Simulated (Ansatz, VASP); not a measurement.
**ZnS: VASP beside Ansatz**

```xyz
8
Lattice="3.8467 0.0000 0.0000 -1.9234 3.3314 0.0000 0.0000 0.0000 12.5902" Properties=species:S:1:pos:R:3 pbc="T T T"
Zn    0.0000    0.0000   -0.0436
Zn    0.0000    0.0000    6.3400
Zn    0.0000    2.2209    3.1174
Zn    1.9234    1.1105    9.4734
S     0.0000    0.0000    2.5080
S     0.0000    0.0000    8.5031
S     0.0000    2.2209    5.5099
S     1.9234    1.1105   11.8051
```

Change from the starting cell: mode 23 (322.4 1/cm) frozen in, largest displacement -0.150 Å.

Alike in both runs: task single point; functional PBE; k mesh 12 × 12 × 2; occupations gaussian, width 0.05 eV; no spin polarisation.

|  | VASP | Ansatz |
| --- | --- | --- |
| version | VASP 6.6.1 | Ansatz 0.2.0 |
| potentials or method | VASP PAW PBE potentials, release 64 (Zn, S), cutoff 520 eV | scalar-relativistic, plane waves, PAW |
| valence electrons in the cell | 72 | 72 |

VASP gave:

```
gap on the k mesh at the Fermi level (eV)                     : 1.61
least direct gap on the mesh (eV)                             : 1.61
pressure (GPa)                                                : 0.8
traceless stress, the component that is largest in VASP (GPa) : 0.84
rms of the force components (eV/Å)                            : 0.722
```

Task: Estimate Ansatz's values.

Result: gap on the k mesh at the Fermi level (eV): 1.62; least direct gap on the mesh (eV): 1.62; pressure (GPa): 0.6; traceless stress, the component that is largest in VASP (GPa): 0.85; rms of the force components (eV/Å): 0.717.

Atom by atom the forces differ by 0.006 eV/Å (rms over components).
